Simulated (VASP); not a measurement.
Write the native input for VASP 6.6.1 that does the following.

```yaml
Task: single point
Functional: LDA
Potentials_or_basis: VASP PAW LDA potentials, release 64 (In_d, Sb)
Cutoff: 520 eV
k_mesh: 11 × 11 × 11
Occupations: fermi-dirac, width 0.1 eV
Spin: no spin polarisation
Dipole_correction: no
Further_INCAR_settings: ALGO = Normal; EDIFF = 1e-07; NBANDS = 16
```

The structure of InSb (zincblende type) lies in POSCAR:

```
InSb
1.0
    0.0000000000      2.7791721506      2.7791721506
    2.7791721506      0.0000000000      2.7791721506
    2.7791721506      2.7791721506      0.0000000000
In Sb
1 1
Direct
    0.0000000000      0.0000000000      0.0000000000
    0.2500000000      0.2500000000      0.2500000000
```

This cell differs from its parent crystal: volume scaled by 0.64.

These files were run (other wordings do the same):

INCAR

```
ALGO     = Normal         # electronic algorithm
EDIFF    = 1E-7           # SCF threshold, eV
ENCUT    = 520            # plane-wave cutoff, eV
ISIF     = 2              # what is computed and relaxed
ISMEAR   = -1             # smearing method
LASPH    = True           # aspherical terms in the spheres
LCHARG   = False          # write CHGCAR
LREAL    = False          # projectors in reciprocal space
LWAVE    = False          # write WAVECAR
NBANDS   = 16             # bands
NELM     = 60             # most SCF steps
PREC     = Accurate       # precision mode
SIGMA    = 0.1            # smearing width, eV
```

KPOINTS

```
k-points
0
Gamma
  11 11 11
```

Potentials or basis: VASP PAW LDA potentials, release 64 (In_d, Sb).

The run is started by

```sh
$ cat potpaw_LDA.64/In_d/POTCAR potpaw_LDA.64/Sb/POTCAR > POTCAR
$ mpirun -np 1 vasp_std > vasp.out
```

Results of the run:

```json
{"Pressure": "60.2 GPa"}
```

It took 37 s on 1 thread of Intel(R) Xeon(R) 6975P-C (Granite Rapids), on a shared host, peak memory 0.17 GiB.
